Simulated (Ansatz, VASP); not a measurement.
One calculation of In, two programs

INCAR

```
ALGO = Normal
EDIFF = 1E-6
ENCUT = 520
GGA = PS
ISIF = 2
ISMEAR = -1
LASPH = T
LCHARG = F
LREAL = F
LWAVE = F
NBANDS = 20
NELM = 60
PREC = Accurate
SIGMA = 0.05
```

KPOINTS

```
k-points
0
Gamma
  9 9 5
```

Contents of POSCAR:

```
In
1.0
    3.3354847820      0.0000000000      0.0000000000
   -1.6677423910      2.8886145552      0.0000000000
    0.0000000000      0.0000000000      5.5091429200
In
2
Direct
    0.6666666667      0.3333333333      0.7500000000
    0.3333333333      0.6666666667      0.2500000000
```

File input.yaml:

```yaml
crystal:
  lattice:
    - [3.335484782, 0.0, 0.0]
    - [-1.667742391, 2.8886145552, 0.0]
    - [0.0, 0.0, 5.50914292]
  atoms:
    - { symbol: In, position: [0.6666666667, 0.3333333333, 0.75] }
    - { symbol: In, position: [0.3333333333, 0.6666666667, 0.25] }
hamiltonian:
  xc: pbesol
  pseudopotentials: { kind: paw }
kpoints:
  mp_grid: { grid: [9, 9, 5] }
  band_path:
    path:
      - [[0.0, 0.0, 0.0], [0.5, 0.0, 0.0], [0.3333333333, 0.3333333333, 0.0], [0.0, 0.0, 0.0], [0.0, 0.0, 0.5], [0.5, 0.0, 0.5], [0.3333333333, 0.3333333333, 0.5], [0.0, 0.0, 0.5]]
      - [[0.5, 0.0, 0.5], [0.5, 0.0, 0.0]]
      - [[0.3333333333, 0.3333333333, 0.0], [0.3333333333, 0.3333333333, 0.5]]
    npoints: 14
scf:
  occupations: { method: fermi_dirac, width: 0.05 }
  n_extra_bands: 6
output:
  forces: true
  stress: true
  eigenvalues: true
  fatbands: true
```

Alike in both runs: functional PBEsol; k mesh 9 × 9 × 5; occupations fermi-dirac, width 0.05 eV; no spin polarisation.

|  | VASP | Ansatz |
| --- | --- | --- |
| version | VASP 6.6.1 | Ansatz 0.2.0 |
| potentials or method | VASP PAW PBE potentials, release 64 (In_d) | Ansatz PAW |
| plane-wave cutoff (eV) | 520 | 420 |
| valence electrons in the cell | 26 | 26 |
| task | single point | band structure |

```tsv
	VASP	Ansatz	Ansatz less VASP
gap on the k mesh at the Fermi level (eV)	none	none	-
pressure (GPa)	-1.4	-1.4	+0.06
traceless stress, the component that is largest in VASP (GPa)	-0.18	-0.18	-0.003
```

VASP's potentials were made for PBE, not for PBEsol. A gap of «none» marks a metal or a gap that the smearing closes.
